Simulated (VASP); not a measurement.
# Al2Cu (Pmm2) in VASP: further runs

Al2Cu is run at these levels: PBE; tasks: single point.

Everything below comes from runs of VASP 6.6.1. Logs are shortened: lines on timing, memory, paths and dates and some standing lists are left out, and cuts for length are marked.

## (1) The cell of the first run

Symmetry: Pmm2, No. 25, orthorhombic system. The conventional cell has a = 2.885 Å, b = 4.121 Å, c = 4.121 Å, α = 90.00°, β = 90.00°, γ = 90.00°. Within 3.3 Å of Al (site symmetry mm2) lie 4 Cu at 2.52 Å and 6 Al at 2.79 to 3.04 Å. Within 3.1 Å of Al (site symmetry mm2) lie 4 Cu at 2.36 to 2.67 Å and 6 Al at 2.79 to 3.04 Å. Cu (site symmetry mm2) has 8 Al at 2.36 to 2.67 Å and 2 Cu at 2.88 Å within 3.1 Å.

## (2) Single point, PBE

Contents of INCAR:

```
SYSTEM = Al2Cu
PREC = Accurate
ENCUT = 520
EDIFF = 1E-6
ISMEAR = 0
SIGMA = 0.15
LREAL = .False.
LASPH = .True.
NELM = 80
ALGO = Fast
ISIF = 2
LWAVE = .False.
LCHARG = .False.
GGA = PE
NBANDS = 16
```

Contents of KPOINTS:

```
Automatic mesh
0
Gamma
  10 10 14
  0 0 0
```

Contents of POSCAR:

```
Al2Cu
1.0
    4.1211626268      0.0000000000      0.0000000000
    0.0000000000      4.1211626268      0.0000000000
    0.0000000000      0.0000000000      2.8847334069
Al Cu
2 1
Direct
    0.5000000000      0.0078152784      0.5000000000
    0.0000000000      0.4655437038      0.5000000000
    0.0000000000      0.0113117371      0.0000000000
```

Potentials or basis: VASP PAW PBE potentials, release 64 (Al, Cu).

Command:

```bash
$ cat potpaw_PBE.64/Al/POTCAR potpaw_PBE.64/Cu/POTCAR > POTCAR
$ mpirun -np 1 vasp_std > vasp.out
```

OUTCAR:

```text
SYSTEM = Al2Cu
   PREC = Accurate
   ENCUT = 520
   EDIFF = 1E-6
   ISMEAR = 0
   LREAL = .False.
   LASPH = .True.
   NELM = 80
   ISIF = 2
   GGA = PE

 ion  position               nearest neighbor table
   1  0.500  0.008  0.500-   3 2.52   3 2.52   3 2.52   3 2.52   2 2.79   2 2.79   2 3.04   2 3.04

   2  0.000  0.466  0.500-   3 2.36   3 2.36   3 2.67   3 2.67   1 2.79   1 2.79   1 3.04   1 3.04

   3  0.000  0.011  0.000-   2 2.36   2 2.36   1 2.52   1 2.52   1 2.52   1 2.52   2 2.67   2 2.67

  LATTYP: Found a simple tetragonal cell.
 ALAT       =     4.1211626268
 C/A-ratio  =     0.6999804832

  Lattice vectors:

 A1 = (   4.1211626268,   0.0000000000,   0.0000000000)
 A2 = (   0.0000000000,   4.1211626268,   0.0000000000)
 A3 = (   0.0000000000,   0.0000000000,   2.8847334069)

Analysis of symmetry for initial positions (statically):
=====================================================================
 Subroutine PRICEL returns:
 Original cell was already a primitive cell.

 Routine SETGRP: Setting up the symmetry group for a
 simple tetragonal supercell.

 Subroutine GETGRP returns: Found  4 space group operations
 (whereof  4 operations were pure point group operations)
 out of a pool of 16 trial point group operations.

The static configuration has the point symmetry C_2v.

Analysis of symmetry for dynamics (positions and initial velocities):
=====================================================================
 Subroutine PRICEL returns:
 Original cell was already a primitive cell.

 Routine SETGRP: Setting up the symmetry group for a
 simple tetragonal supercell.

 Subroutine GETGRP returns: Found  4 space group operations
 (whereof  4 operations were pure point group operations)
 out of a pool of 16 trial point group operations.

The dynamic configuration has the point symmetry C_2v.

 Subroutine INISYM returns: Found  4 space group operations
 (whereof  4 operations are pure point group operations),
 and found     1 'primitive' translations

----------------------------------------------------------------------------------------

                                     Primitive cell

  volume of cell :      48.9943

  direct lattice vectors                    reciprocal lattice vectors
     4.121162627  0.000000000  0.000000000     0.242649973  0.000000000  0.000000000
     0.000000000  4.121162627  0.000000000     0.000000000  0.242649973  0.000000000
     0.000000000  0.000000000  2.884733407     0.000000000  0.000000000  0.346652484

  length of vectors
     4.121162627  4.121162627  2.884733407     0.242649973  0.242649973  0.346652484

  position of ions in fractional coordinates (direct lattice)
     0.500000000  0.007815278  0.500000000
     0.000000000  0.465543704  0.500000000
     0.000000000  0.011311737  0.000000000

  ion indices of the primitive-cell ions
   primitive index   ion index
                 1           1
                 2           2
                 3           3

----------------------------------------------------------------------------------------

 KPOINTS: Automatic mesh

Automatic generation of k-mesh.
 Grid dimensions read from file:
 generate k-points for:   10   10   14

 Generating k-lattice:

  Cartesian coordinates                     Fractional coordinates (reciprocal lattice)
     0.024264997  0.000000000  0.000000000     0.100000000  0.000000000  0.000000000
     0.000000000  0.024264997  0.000000000     0.000000000  0.100000000  0.000000000
     0.000000000  0.000000000  0.024760892     0.000000000  0.000000000  0.071428571

  Length of vectors
     0.024264997  0.024264997  0.024760892

  Shift w.r.t. Gamma in fractional coordinates (k-lattice)
     0.000000000  0.000000000  0.000000000

 Subroutine IBZKPT returns following result:
 ===========================================

 Found    288 irreducible k-points:

 Following reciprocal coordinates:
            Coordinates               Weight
  0.000000  0.000000  0.000000      1.000000
  0.100000  0.000000  0.000000      2.000000
  0.000000  0.100000  0.000000      2.000000
  0.200000  0.000000  0.000000      2.000000
  0.000000  0.200000  0.000000      2.000000
  0.300000  0.000000  0.000000      2.000000
[... 16 lines left out ...]
 -0.200000  0.300000  0.000000      4.000000
  0.400000  0.200000  0.000000      4.000000
 [... further k-points ...]
   k-points           NKPTS =    288   k-points in BZ     NKDIM =    288   number of bands    NBANDS=     16
   number of dos      NEDOS =    301   number of ions     NIONS =      3
   total plane-waves  NPLWV =  24576
   dimension x,y,z NGX =    32 NGY =   32 NGZ =   24
   dimension x,y,z NGXF=    64 NGYF=   64 NGZF=   48
   ions per type =               2   1
   NGX,Y,Z   is equivalent  to a cutoff of  12.91, 12.91, 13.83 a.u.
   NGXF,Y,Z  is equivalent  to a cutoff of  25.82, 25.82, 27.66 a.u.
 SYSTEM =  Al2Cu
   PREC   = accura    normal or accurate (medium, high low for compatibility)
   ISTART =      0    job   : 0-new  1-cont  2-samecut
   ICHARG =      2    charge: 1-file 2-atom 10-const
   ISPIN  =      1    spin polarized calculation?
   LNONCOLLINEAR =      F non collinear calculations
   LSORBIT =      F    spin-orbit coupling
   LASPH  =      T    aspherical Exc in radial PAW
   ENCUT  =  520.0 eV  38.22 Ry    6.18 a.u.   7.66  7.66  5.36*2*pi/ulx,y,z
   NELM   =     80;   NELMIN=  2; NELMDL= -5     # of ELM steps
   EDIFF  = 0.1E-05   stopping-criterion for ELM
   LREAL  =      F    real-space projection
   EDIFFG = 0.1E-04   stopping-criterion for IOM
   NSW    =      0    number of steps for IOM
   IBRION =     -1    ionic relax: 0-MD 1-quasi-New 2-CG
   NFREE  =      0    steps in history (QN), initial steepest desc. (CG)
   ISIF   =      2    stress and relaxation
   ISYM   =      2    0-nonsym 1-usesym 2-fastsym
   POTIM  = 0.5000    time-step for ionic-motion
   TEBEG  =    0.0;   TEEND  =   0.0 temperature during run
   PSTRESS=    0.0 pullay stress
   NELECT =      17.0000    total number of electrons
   NUPDOWN=      -1.0000    fix difference up-down
   EMIN   =  10.00;   EMAX   =-10.00  energy-range for DOS
   EFERMI =   0.00;   METHOD = LEGACY
   ISMEAR =     0;   SIGMA  =   0.15  broadening in eV -4-tet -1-fermi 0-gaus
   EFERMI_NEDOS =   21; number of points for ismear=-14 and -15
   IALGO  =     68    algorithm
   IMIX   =      4    mixing-type and parameters
     AMIX     =   0.40;   BMIX     =  1.00
     AMIX_MAG =   1.60;   BMIX_MAG =  1.00
  volume/ion in A,a.u.               =      16.33       110.21
  Fermi-wavevector in a.u.,A,eV,Ry     =   1.150384  2.173910 18.005716  1.323383
  Thomas-Fermi vector in A             =   2.287048
   LORBIT       =      0    0 simple, 1 ext, 2 COOP (PROOUT), +10 PAW based schemes
   GGA     = PE    functional components
   LHFCALC =     F    Hartree Fock is set to
   AEXX    =    0.0000 exact exchange contribution
   IVDW    =     0    specifies the selected vdW correction
   LEPSILON=     F    determine dielectric tensor
   LRPA    =     F    only Hartree local field effects (RPA)
 non-spin polarized calculation
 RMM-DIIS sequential band-by-band and
 Gauss-broadening in eV      SIGMA  =   0.15
  energy-cutoff  :      520.00
  volume of cell :       48.99
 maximum number of plane-waves:      1339
   NGX = 15   NGY = 15   NGZ = 11

 number of electron      16.9999990 magnetization

 Free energy of the ion-electron system (eV)
  ---------------------------------------------------
  ext. energy  EPLUGINS =         0.00000000
  ---------------------------------------------------
  free energy    TOTEN  =       -11.14676427 eV

  energy without entropy =      -11.13640218  energy(sigma->0) =      -11.14158323

 E-fermi :   7.0657     XC(G=0): -10.3561

 val. band max:        7.0561165796   @ k =   0.3000   0.2000   0.2857
 cond. band min:       7.0777224075   @ k =   0.4000   0.4000   0.5000
 fundamental gap:      0.0216058279
 Fermi energy:         7.0656728747

 k-point     1 :       0.0000    0.0000    0.0000
  band No.  band energies     occupation
      1      -3.4260      2.00000
      2       1.6722      2.00000
      3       2.1532      2.00000
      4       2.8165      2.00000
      5       3.0005      2.00000
      6       3.0331      2.00000
[... 8 lines left out ...]
     15      14.2128      0.00000
     16      19.4747      0.00000

 k-point     2 :       0.1000    0.0000    0.0000
  band No.  band energies     occupation
      1      -3.3425      2.00000
      2       1.6214      2.00000
      3       2.1327      2.00000
      4       2.7908      2.00000
      5       3.0009      2.00000
      6       3.0302      2.00000
[... 8 lines left out ...]
     15      15.3619      0.00000
     16      19.1798      0.00000

 k-point     3 :       0.0000    0.1000    0.0000
  band No.  band energies     occupation
      1      -3.3441      2.00000
      2       1.6239      2.00000
      3       2.1364      2.00000
      4       2.7925      2.00000
      5       2.9975      2.00000
      6       3.0336      2.00000
[... 8 lines left out ...]
     15      15.3376      0.00000
     16      19.2006      0.00000

 k-point     4 :       0.2000    0.0000    0.0000
  band No.  band energies     occupation
      1      -3.0958      2.00000
      2       1.3454      2.00000
      3       2.0897      2.00000
      4       2.7305      2.00000
      5       3.0021      2.00000
      6       3.0224      2.00000
[... 8 lines left out ...]
     15      17.0921      0.00000
     16      18.3997      0.00000

 k-point     5 :       0.0000    0.2000    0.0000
  band No.  band energies     occupation
      1      -3.1026      2.00000
      2       1.3672      2.00000
      3       2.1008      2.00000
      4       2.7360      2.00000
      5       2.9899      2.00000
      6       3.0347      2.00000
[... 8 lines left out ...]
     15      17.0758      0.00000
     16      18.4512      0.00000

 k-point     6 :       0.3000    0.0000    0.0000
  band No.  band energies     occupation
      1      -2.7002      2.00000
      2       0.6798      2.00000
      3       2.0771      2.00000
      4       2.6712      2.00000
      5       2.9198      2.00000
      6       3.0035      2.00000
[... 8 lines left out ...]
     15      17.4961      0.00000
     16      18.8661      0.00000

 k-point     7 :       0.0000    0.3000    0.0000
  band No.  band energies     occupation
      1      -2.7189      2.00000
      2       0.7378      2.00000
      3       2.0901      2.00000
      4       2.6756      2.00000
      5       2.9182      2.00000
      6       2.9806      2.00000
[... 8 lines left out ...]
     15      17.5752      0.00000
     16      18.9733      0.00000

 k-point     8 :       0.4000    0.0000    0.0000
  band No.  band energies     occupation
      1      -2.2083      2.00000
      2      -0.1113      2.00000
      3       2.0886      2.00000
      4       2.6369      2.00000
      5       2.7917      2.00000
      6       3.0044      2.00000
[... 8 lines left out ...]
     15      16.7039      0.00000
     16      18.6167      0.00000

 k-point     9 :       0.0000    0.4000    0.0000
  band No.  band energies     occupation
      1      -2.2543      2.00000
      2      -0.0154      2.00000
      3       2.1010      2.00000
      4       2.6324      2.00000
      5       2.7877      2.00000
      6       2.9730      2.00000
[... 8 lines left out ...]
     15      16.8161      0.00000
     16      18.4967      0.00000
[... 172 lines left out ...]
 k-point    19 :       0.5000    0.1000    0.0000
  band No.  band energies     occupation
      1      -1.8047      2.00000
      2      -0.4793      2.00000
      3       2.0778      2.00000
      4       2.5904      2.00000
      5       2.7631      2.00000
      6       3.0025      2.00000
[... 8 lines left out ...]
     15      16.3915      0.00000
     16      18.0297      0.00000

 k-point    20 :      -0.1000    0.5000    0.0000
  band No.  band energies     occupation
      1      -1.8866      2.00000
      2      -0.3427      2.00000
      3       2.0847      2.00000
      4       2.5814      2.00000
      5       2.7627      2.00000
      6       2.9708      2.00000
[... 8 lines left out ...]
     15      16.5337      0.00000
     16      17.6126      0.00000

 k-point    21 :       0.2000    0.2000    0.0000
  band No.  band energies     occupation
      1      -2.7715      2.00000
      2       1.3463      2.00000
      3       1.9110      2.00000
      4       2.6020      2.00000
      5       2.9918      2.00000
      6       3.0242      2.00000
[... 8 lines left out ...]
     15      17.5783      0.00000
     16      18.2951      0.00000

 k-point    22 :       0.3000    0.2000    0.0000
  band No.  band energies     occupation
      1      -2.3741      2.00000
      2       0.8872      2.00000
      3       1.8660      2.00000
      4       2.5293      2.00000
      5       2.9935      2.00000
      6       3.0124      2.00000
[... 8 lines left out ...]
     15      17.6826      0.00000
     16      18.3936      0.00000

 k-point    23 :      -0.2000    0.3000    0.0000
  band No.  band energies     occupation
      1      -2.3861      2.00000
      2       0.9415      2.00000
      3       1.8540      2.00000
      4       2.5274      2.00000
      5       2.9826      2.00000
      6       3.0240      2.00000
[... 8 lines left out ...]
     15      17.7522      0.00000
     16      18.4023      0.00000

 k-point    24 :       0.4000    0.2000    0.0000
  band No.  band energies     occupation
      1      -1.8769      2.00000
      2       0.1477      2.00000
      3       1.9519      2.00000
      4       2.4890      2.00000
      5       2.8180      2.00000
      6       2.9949      2.00000
[... 8 lines left out ...]
     15      16.9340      0.00000
     16      18.5639      0.00000

 [... further k-points ...]

------------------------ aborting loop because EDIFF is reached ----------------------------------------

  FORCE on cell =-STRESS in cart. coord.  units (eV):
  Direction    XX          YY          ZZ          XY          YZ          ZX
  --------------------------------------------------------------------------------------
  -------------------------------------------------------------------------------------
  Total        0.2012432      0.7017094      0.5356218      0.0000000      0.0000000      0.0000000
  in kB        6.5809205     22.9468280     17.5155434      0.0000000      0.0000000      0.0000000
  external PRESSURE =      15.6810973 kB  Pullay stress =       0.0000000 kB

 VOLUME and BASIS-vectors are now :
 -----------------------------------------------------------------------------
  energy-cutoff  :      520.00
  volume of cell :       48.99
      direct lattice vectors                 reciprocal lattice vectors
     4.121162627  0.000000000  0.000000000     0.242649973  0.000000000  0.000000000
     0.000000000  4.121162627  0.000000000     0.000000000  0.242649973  0.000000000
     0.000000000  0.000000000  2.884733407     0.000000000  0.000000000  0.346652484

 POSITION                                       TOTAL-FORCE (eV/Angst)
 -----------------------------------------------------------------------------------
      2.06058      0.03221      1.44237         0.000000     -0.375946      0.000000
      0.00000      1.91858      1.44237         0.000000      1.691122      0.000000
      0.00000      0.04662      0.00000         0.000000     -1.315175      0.000000
 -----------------------------------------------------------------------------------
    total drift:                                0.000000     -0.001199     -0.000012

  FREE ENERGIE OF THE ION-ELECTRON SYSTEM (eV)
  ---------------------------------------------------
  free  energy   TOTEN  =       -11.1467642747 eV

  energy  without entropy=      -11.1364021778  energy(sigma->0) =      -11.14158323
```

It took 1.7 min on 1 thread of Intel Xeon 6975P-C (Granite Rapids), shared host; peak memory 0.32 GiB.

Results:

```
Free energy   : -11.1468 eV
Pressure      : 1.6 GPa
Largest force : 1.691 eV/Å
```

Forces on the atoms (eV/Å):
```
Al   0.000 -0.376  0.000
Al   0.000  1.691  0.000
Cu   0.000 -1.315  0.000
```

Stress tensor (GPa, compression positive):
```
0.66 0.00 0.00
0.00 2.29 0.00
0.00 0.00 1.75
```

Levels at points of the mesh, in eV from the Fermi level:
```tsv
k point	band 5	band 6	band 7	band 8	band 9	band 10	band 11	band 12	band 13	band 14
(0.00, 0.00, 0.00)	-4.07	-4.03	-2.39	-2.30	-0.16	0.88	6.06	6.12	6.15	7.05
(0.50, 0.00, 0.00)	-4.30	-4.06	-4.06	-0.96	1.49	1.82	1.82	7.44	8.28	9.18
(0.00, 0.50, 0.00)	-4.30	-4.10	-4.03	-1.15	1.64	1.65	1.94	7.37	8.39	9.25
(0.50, 0.50, 0.00)	-4.34	-4.19	-4.09	-4.06	-2.39	8.47	8.53	9.15	9.60	10.00
(0.00, 0.00, 0.50)	-4.74	-4.06	-3.01	2.36	2.50	2.51	2.76	2.95	3.13	3.59
(0.50, 0.00, 0.50)	-4.14	-4.10	-3.01	-2.47	-1.68	3.66	4.08	4.08	5.22	5.94
(0.00, 0.50, 0.50)	-4.18	-4.14	-3.01	-2.35	-1.68	3.50	3.94	4.52	4.88	5.90
(0.50, 0.50, 0.50)	-3.92	-3.40	-2.27	-2.25	-0.87	-0.71	-0.07	-0.04	2.48	11.59
```

Caveat: forces of over 1 eV/Å act on the atoms, so gaps and moduli don't describe the material at rest.

## (3) Single point, PBE

This run uses another cell than the first one, of 16.77 Å³/atom, 1.027 times its volume.

Contents of INCAR:

```
SYSTEM = Al2Cu
ALGO     = Fast           ! electronic algorithm
EDIFF    = 1E-6           ! SCF threshold, eV
ENCUT    = 520            ! plane-wave cutoff, eV
GGA      = PE             ! functional
ISIF     = 2              ! what is computed and relaxed
ISMEAR   = 0              ! smearing method
LASPH    = .TRUE.         ! aspherical terms in the spheres
LCHARG   = .FALSE.        ! write CHGCAR
LREAL    = .FALSE.        ! projectors in reciprocal space
LWAVE    = .FALSE.        ! write WAVECAR
NBANDS   = 16             ! bands
NELM     = 100            ! most SCF steps
PREC     = Accurate       ! precision mode
SIGMA    = 0.15           ! smearing width, eV
```

Contents of KPOINTS:

```
k-points
0
G
  10 10 14
  0 0 0
```

Contents of POSCAR:

```
Al2Cu
1.0
    4.1759740897      0.0000000000      0.0000000000
    0.0000000000      4.1759740897      0.0000000000
    0.0000000000      0.0000000000      2.8847334069
Al Cu
2 1
Direct
    0.5000000000      0.0078152784      0.5000000000
    0.0000000000      0.4655437038      0.5000000000
    0.0000000000      0.0113117371      0.0000000000
```

Potentials or basis: VASP PAW PBE potentials, release 64 (Al, Cu).

Command:

```bash
$ cat potpaw_PBE.64/Al/POTCAR potpaw_PBE.64/Cu/POTCAR > POTCAR
$ mpirun -np 1 vasp_std > vasp.out
```

Wall time 86 s (1 thread of Intel Xeon 6975P-C (Granite Rapids), shared host); peak memory 0.33 GiB.

It converged, with:

```yaml
Free_energy: -11.1506 eV
Pressure: -0.1 GPa
Largest_force: 1.538 eV/Å
```

Forces on the atoms (eV/Å):
```
Al   0.000 -0.328  0.000
Al   0.000  1.538  0.000
Cu   0.000 -1.210  0.000
```

Stress tensor (GPa, compression positive):
```
-1.25  0.00  0.00
 0.00  0.45  0.00
 0.00  0.00  0.59
```

Levels at points of the mesh, in eV from the Fermi level:
| k point | band 6 | band 7 | band 8 | band 9 | band 10 | band 11 | band 12 | band 13 |
| --- | --- | --- | --- | --- | --- | --- | --- | --- |
| (0.00, 0.00, 0.00) | -3.94 | -2.40 | -2.31 | -0.36 | 0.83 | 5.84 | 5.86 | 6.22 |
| (0.50, 0.00, 0.00) | -3.97 | -3.97 | -1.02 | 1.38 | 1.59 | 1.71 | 7.56 | 8.08 |
| (0.00, 0.50, 0.00) | -4.00 | -3.94 | -1.20 | 1.49 | 1.54 | 1.76 | 7.48 | 8.18 |
| (0.50, 0.50, 0.00) | -4.14 | -4.00 | -3.96 | -2.36 | 8.36 | 8.41 | 9.19 | 9.24 |
| (0.00, 0.00, 0.50) | -3.99 | -2.93 | 2.21 | 2.46 | 2.47 | 2.74 | 2.90 | 3.15 |
| (0.50, 0.00, 0.50) | -4.04 | -2.94 | -2.40 | -1.64 | 3.62 | 3.97 | 4.01 | 5.05 |
| (0.00, 0.50, 0.50) | -4.06 | -2.93 | -2.28 | -1.63 | 3.45 | 3.87 | 4.45 | 4.68 |
| (0.50, 0.50, 0.50) | -3.29 | -2.24 | -2.23 | -0.78 | -0.66 | -0.12 | -0.08 | 2.51 |

Caveat: forces of over 1 eV/Å act on the atoms, so gaps and moduli don't describe the material at rest.

(Part 1 of 2 ends here.)
